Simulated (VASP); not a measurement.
# CaO (Fm-3m) in VASP: a series of runs

The runs below take CaO through single point, relaxation of cell and atoms, with PBEsol.

Program: VASP 6.6.1. These are calculated values, not measurements. Logs are shortened: lines on timing, memory, paths and dates and some standing lists are left out, and cuts for length are marked.

## 1. The cell of the first run

Symmetry: Fm-3m, No. 225, cubic system. Conventional cell: a = 4.767 Å, b = 4.767 Å, c = 4.767 Å, α = 90.00°, β = 90.00°, γ = 90.00°. Within 3.1 Å of Ca (site symmetry m-3m) lie 6 O at 2.38 Å. O (site symmetry m-3m) has 6 Ca at 2.38 Å within 3.1 Å.

## 2. Single point, PBEsol

File INCAR:

```
PREC = Accurate ; ENCUT = 520
EDIFF = 1E-7 ; ISMEAR = 0
SIGMA = 0.02 ; LREAL = False
LASPH = True ; NELM = 100
ALGO = Normal ; ISIF = 2
LWAVE = False ; LCHARG = False
GGA = PS ; NBANDS = 15
```

File KPOINTS:

```
Automatic mesh
0
Gamma
  8 8 8
```

File POSCAR:

```
CaO
1.0
    0.0000000000      2.3835681157      2.3835681157
    2.3835681157      0.0000000000      2.3835681157
    2.3835681157      2.3835681157      0.0000000000
Ca O
1 1
Direct
    0.0000000000      0.0000000000      0.0000000000
    0.5000000000      0.5000000000      0.5000000000
```

Potentials or basis: VASP PAW PBE potentials, release 64 (Ca_sv, O).

On the command line:

```sh
$ cat potpaw_PBE.64/Ca_sv/POTCAR potpaw_PBE.64/O/POTCAR > POTCAR
$ mpirun -np 1 vasp_std > vasp.out
```

OUTCAR:

```text
PREC = Accurate
   ENCUT = 520
   EDIFF = 1E-7
   ISMEAR = 0
   LREAL = False
   LASPH = True
   NELM = 100
   ISIF = 2
   GGA = PS

 ion  position               nearest neighbor table
   1  0.000  0.000  0.000-   2 2.38   2 2.38   2 2.38   2 2.38   2 2.38   2 2.38
   2  0.500  0.500  0.500-   1 2.38   1 2.38   1 2.38   1 2.38   1 2.38   1 2.38

  LATTYP: Found a face centered cubic cell.
 ALAT       =     4.7671362314

  Lattice vectors:

 A1 = (   0.0000000000,   2.3835681157,   2.3835681157)
 A2 = (   2.3835681157,   0.0000000000,   2.3835681157)
 A3 = (   2.3835681157,   2.3835681157,   0.0000000000)

Analysis of symmetry for initial positions (statically):
=====================================================================
 Subroutine PRICEL returns:
 Original cell was already a primitive cell.

 Routine SETGRP: Setting up the symmetry group for a
 face centered cubic supercell.

 Subroutine GETGRP returns: Found 48 space group operations
 (whereof 48 operations were pure point group operations)
 out of a pool of 48 trial point group operations.

The static configuration has the point symmetry O_h .

Analysis of symmetry for dynamics (positions and initial velocities):
=====================================================================
 Subroutine PRICEL returns:
 Original cell was already a primitive cell.

 Routine SETGRP: Setting up the symmetry group for a
 face centered cubic supercell.

 Subroutine GETGRP returns: Found 48 space group operations
 (whereof 48 operations were pure point group operations)
 out of a pool of 48 trial point group operations.

The dynamic configuration has the point symmetry O_h .

 Subroutine INISYM returns: Found 48 space group operations
 (whereof 48 operations are pure point group operations),
 and found     1 'primitive' translations

----------------------------------------------------------------------------------------

                                     Primitive cell

  volume of cell :      27.0840

  direct lattice vectors                    reciprocal lattice vectors
     0.000000000  2.383568116  2.383568116    -0.209769545  0.209769545  0.209769545
     2.383568116  0.000000000  2.383568116     0.209769545 -0.209769545  0.209769545
     2.383568116  2.383568116  0.000000000     0.209769545  0.209769545 -0.209769545

  length of vectors
     3.370874356  3.370874356  3.370874356     0.363331510  0.363331510  0.363331510

  position of ions in fractional coordinates (direct lattice)
     0.000000000  0.000000000  0.000000000
     0.500000000  0.500000000  0.500000000

  ion indices of the primitive-cell ions
   primitive index   ion index
                 1           1
                 2           2

----------------------------------------------------------------------------------------

 KPOINTS: Automatic mesh

Automatic generation of k-mesh.
 Grid dimensions read from file:
 generate k-points for:    8    8    8

 Generating k-lattice:

  Cartesian coordinates                     Fractional coordinates (reciprocal lattice)
    -0.026221193  0.026221193  0.026221193     0.125000000  0.000000000  0.000000000
     0.026221193 -0.026221193  0.026221193     0.000000000  0.125000000  0.000000000
     0.026221193  0.026221193 -0.026221193     0.000000000  0.000000000  0.125000000

  Length of vectors
     0.045416439  0.045416439  0.045416439

  Shift w.r.t. Gamma in fractional coordinates (k-lattice)
     0.000000000  0.000000000  0.000000000

 Subroutine IBZKPT returns following result:
 ===========================================

 Found     29 irreducible k-points:

 Following reciprocal coordinates:
            Coordinates               Weight
  0.000000  0.000000  0.000000      1.000000
  0.125000  0.000000  0.000000      8.000000
  0.250000  0.000000  0.000000      8.000000
  0.375000  0.000000  0.000000      8.000000
  0.500000  0.000000  0.000000      4.000000
  0.125000  0.125000  0.000000      6.000000
[... 16 lines left out ...]
  0.500000  0.250000  0.125000     48.000000
 -0.375000  0.250000  0.125000     24.000000
 [... further k-points ...]
   k-points           NKPTS =     29   k-points in BZ     NKDIM =     29   number of bands    NBANDS=     15
   number of dos      NEDOS =    301   number of ions     NIONS =      2
   total plane-waves  NPLWV =  21952
   dimension x,y,z NGX =    28 NGY =   28 NGZ =   28
   dimension x,y,z NGXF=    56 NGYF=   56 NGZF=   56
   ions per type =               1   1
   NGX,Y,Z   is equivalent  to a cutoff of  13.81, 13.81, 13.81 a.u.
   NGXF,Y,Z  is equivalent  to a cutoff of  27.62, 27.62, 27.62 a.u.
 SYSTEM =  unknown system
   PREC   = accura    normal or accurate (medium, high low for compatibility)
   ISTART =      0    job   : 0-new  1-cont  2-samecut
   ICHARG =      2    charge: 1-file 2-atom 10-const
   ISPIN  =      1    spin polarized calculation?
   LNONCOLLINEAR =      F non collinear calculations
   LSORBIT =      F    spin-orbit coupling
   LASPH  =      T    aspherical Exc in radial PAW
   ENCUT  =  520.0 eV  38.22 Ry    6.18 a.u.   6.27  6.27  6.27*2*pi/ulx,y,z
   NELM   =    100;   NELMIN=  2; NELMDL= -5     # of ELM steps
   EDIFF  = 0.1E-06   stopping-criterion for ELM
   LREAL  =      F    real-space projection
   EDIFFG = 0.1E-05   stopping-criterion for IOM
   NSW    =      0    number of steps for IOM
   IBRION =     -1    ionic relax: 0-MD 1-quasi-New 2-CG
   NFREE  =      0    steps in history (QN), initial steepest desc. (CG)
   ISIF   =      2    stress and relaxation
   ISYM   =      2    0-nonsym 1-usesym 2-fastsym
   POTIM  = 0.5000    time-step for ionic-motion
   TEBEG  =    0.0;   TEEND  =   0.0 temperature during run
   PSTRESS=    0.0 pullay stress
   NELECT =      16.0000    total number of electrons
   NUPDOWN=      -1.0000    fix difference up-down
   EMIN   =  10.00;   EMAX   =-10.00  energy-range for DOS
   EFERMI =   0.00;   METHOD = LEGACY
   ISMEAR =     0;   SIGMA  =   0.02  broadening in eV -4-tet -1-fermi 0-gaus
   EFERMI_NEDOS =   21; number of points for ismear=-14 and -15
   IALGO  =     38    algorithm
   IMIX   =      4    mixing-type and parameters
     AMIX     =   0.40;   BMIX     =  1.00
     AMIX_MAG =   1.60;   BMIX_MAG =  1.00
  volume/ion in A,a.u.               =      13.54        91.39
  Fermi-wavevector in a.u.,A,eV,Ry     =   1.373654  2.595829 25.673166  1.886924
  Thomas-Fermi vector in A             =   2.499151
   LORBIT       =      0    0 simple, 1 ext, 2 COOP (PROOUT), +10 PAW based schemes
   GGA     = PS    functional components
   LHFCALC =     F    Hartree Fock is set to
   AEXX    =    0.0000 exact exchange contribution
   IVDW    =     0    specifies the selected vdW correction
   LEPSILON=     F    determine dielectric tensor
   LRPA    =     F    only Hartree local field effects (RPA)
 non-spin polarized calculation
 Gauss-broadening in eV      SIGMA  =   0.02
  energy-cutoff  :      520.00
  volume of cell :       27.08
 maximum number of plane-waves:       745
 NGX is ok and might be reduce to    28
   NGX = 13   NGY = 13   NGZ = 13

 number of electron      15.9999997 magnetization

 Free energy of the ion-electron system (eV)
  ---------------------------------------------------
  ext. energy  EPLUGINS =         0.00000000
  ---------------------------------------------------
  free energy    TOTEN  =       -13.41079755 eV

  energy without entropy =      -13.41079755  energy(sigma->0) =      -13.41079755

 E-fermi :   2.5607     XC(G=0): -10.8589

 val. band max:        2.3355045546   @ k =   0.0000   0.0000   0.0000
 cond. band min:       5.8576625136   @ k =   0.5000   0.5000   0.0000
 fundamental gap:      3.5221579590
 Fermi energy:         2.5607019542

 k-point     1 :       0.0000    0.0000    0.0000
  band No.  band energies     occupation
      1     -34.9519      2.00000
      2     -15.7739      2.00000
      3     -15.7739      2.00000
      4     -15.7739      2.00000
      5     -13.1568      2.00000
      6       2.3355      2.00000
      7       2.3355      2.00000
      8       2.3355      2.00000
      9       7.0997      0.00000
     10       8.5858      0.00000
     11       8.5858      0.00000
     12       8.5858      0.00000
     13      10.1665      0.00000
     14      10.1665      0.00000
     15      17.3162      0.00000

 k-point     2 :       0.1250    0.0000    0.0000
  band No.  band energies     occupation
      1     -34.9346      2.00000
      2     -16.0260      2.00000
      3     -15.7826      2.00000
      4     -15.7826      2.00000
      5     -12.8953      2.00000
      6       1.7772      2.00000
      7       2.1116      2.00000
      8       2.1116      2.00000
      9       7.7968      0.00000
     10       8.5400      0.00000
     11       8.8637      0.00000
     12       8.8637      0.00000
     13      10.5556      0.00000
     14      10.5556      0.00000
     15      17.9590      0.00000

 k-point     3 :       0.2500    0.0000    0.0000
  band No.  band energies     occupation
      1     -34.8926      2.00000
      2     -16.5107      2.00000
      3     -15.8036      2.00000
      4     -15.8036      2.00000
      5     -12.3861      2.00000
      6       0.7345      2.00000
      7       1.6346      2.00000
      8       1.6346      2.00000
      9       8.6021      0.00000
     10       9.2800      0.00000
     11       9.5949      0.00000
     12       9.5949      0.00000
     13      11.4896      0.00000
     14      11.4896      0.00000
     15      18.4311      0.00000
[... 343 lines left out ...]
 k-point    23 :       0.5000    0.2500    0.1250
  band No.  band energies     occupation
      1     -34.8282      2.00000
      2     -16.7228      2.00000
      3     -16.0259      2.00000
      4     -15.8859      2.00000
      5     -12.1861      2.00000
      6       0.2568      2.00000
      7       1.2133      2.00000
      8       1.4623      2.00000
      9       8.2101      0.00000
     10       9.9170      0.00000
     11      10.9531      0.00000
     12      11.0727      0.00000
     13      12.4816      0.00000
     14      13.6436      0.00000
     15      17.3283      0.00000

 k-point    24 :      -0.3750    0.2500    0.1250
  band No.  band energies     occupation
      1     -34.8141      2.00000
      2     -16.7913      2.00000
      3     -16.0428      2.00000
      4     -15.9146      2.00000
      5     -12.1268      2.00000
      6       0.2032      2.00000
      7       1.1652      2.00000
      8       1.2294      2.00000
      9       9.1362      0.00000
     10       9.1995      0.00000
     11      11.2662      0.00000
     12      11.4687      0.00000
     13      12.7921      0.00000
     14      14.4418      0.00000
     15      16.4090      0.00000

 [... further k-points ...]

------------------------ aborting loop because EDIFF is reached ----------------------------------------

  FORCE on cell =-STRESS in cart. coord.  units (eV):
  Direction    XX          YY          ZZ          XY          YZ          ZX
  --------------------------------------------------------------------------------------
  -------------------------------------------------------------------------------------
  Total        0.1107022      0.1107022      0.1107022      0.0000000      0.0000000     -0.0000000
  in kB        6.5486826      6.5486826      6.5486826      0.0000000      0.0000000     -0.0000000
  external PRESSURE =       6.5486826 kB  Pullay stress =       0.0000000 kB

 VOLUME and BASIS-vectors are now :
 -----------------------------------------------------------------------------
  energy-cutoff  :      520.00
  volume of cell :       27.08
      direct lattice vectors                 reciprocal lattice vectors
     0.000000000  2.383568116  2.383568116    -0.209769545  0.209769545  0.209769545
     2.383568116  0.000000000  2.383568116     0.209769545 -0.209769545  0.209769545
     2.383568116  2.383568116  0.000000000     0.209769545  0.209769545 -0.209769545

 POSITION                                       TOTAL-FORCE (eV/Angst)
 -----------------------------------------------------------------------------------
      0.00000      0.00000      0.00000        -0.000000      0.000000      0.000000
      2.38357      2.38357      2.38357         0.000000     -0.000000     -0.000000
 -----------------------------------------------------------------------------------
    total drift:                                0.000000      0.000000      0.000000

  FREE ENERGIE OF THE ION-ELECTRON SYSTEM (eV)
  ---------------------------------------------------
  free  energy   TOTEN  =       -13.4107975524 eV

  energy  without entropy=      -13.4107975524  energy(sigma->0) =      -13.41079755
```

Wall time 12 s (1 thread of Intel Xeon Platinum 8488C (Sapphire Rapids), shared host); peak memory 0.16 GiB.

What came out:

```
Free energy            : -13.4108 eV
Pressure               : 0.7 GPa
Band gap on the k mesh : 3.52 eV (least direct gap 3.89 eV)
```

Levels at points of the mesh, in eV from the valence-band top:
```tsv
k point	band 4	band 5	band 6	band 7	band 8	band 9	band 10	band 11	band 12	band 13
(0.00, 0.00, 0.00)	-18.11	-15.49	0.00	0.00	0.00	4.76	6.25	6.25	6.25	7.83
(0.50, 0.00, 0.00)	-18.17	-14.14	-2.75	-1.27	-1.27	7.13	8.51	8.51	8.52	10.68
(0.50, 0.50, 0.00)	-18.37	-15.25	-1.31	-0.37	-0.37	3.52	8.23	9.07	9.76	9.76
```

Caveat: the PAW data sets were made with another functional, which shifts forces and pressure a little. A k mesh can miss the band edges.

(Continued in part 2 of 2.)
